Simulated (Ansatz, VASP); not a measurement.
One calculation of Eu, two programs

```
Eu
1.0
    -2.19396    2.19396    2.19396
     2.19396   -2.19396    2.19396
     2.19396    2.19396   -2.19396
Eu
1
Direct
  0.00000 0.00000 0.00000
```

Alike in both runs: functional PBE; k mesh 14 × 14 × 14; occupations fermi-dirac, width 0.05 eV; collinear spin.

Ansatz relaxed the structure, and its values are those at the end. VASP's run is a single point on that final structure, the one shown.

```csv
,VASP,Ansatz
version,VASP 6.6.1,Ansatz 0.2.0
potentials or method,"VASP PAW PBE potentials, release 64 (Eu)","PAW with Ansatz's default frozen-core files, scalar-relativistic"
plane-wave cutoff (eV),520,420
valence electrons in the cell,17,17
```

Ansatz gave:

- pressure (GPa): 0.0
- net moment per atom (μB): 7.27
- size of the moment on the site where the two differ most (μB): 7.02

Estimate VASP's values.

pressure (GPa): -0.3; net moment per atom (μB): 7.26; size of the moment on the site where the two differ most (μB): 6.67.

Site moments also hang on the region over which each program counts them.

Neither program's run includes spin-orbit coupling.
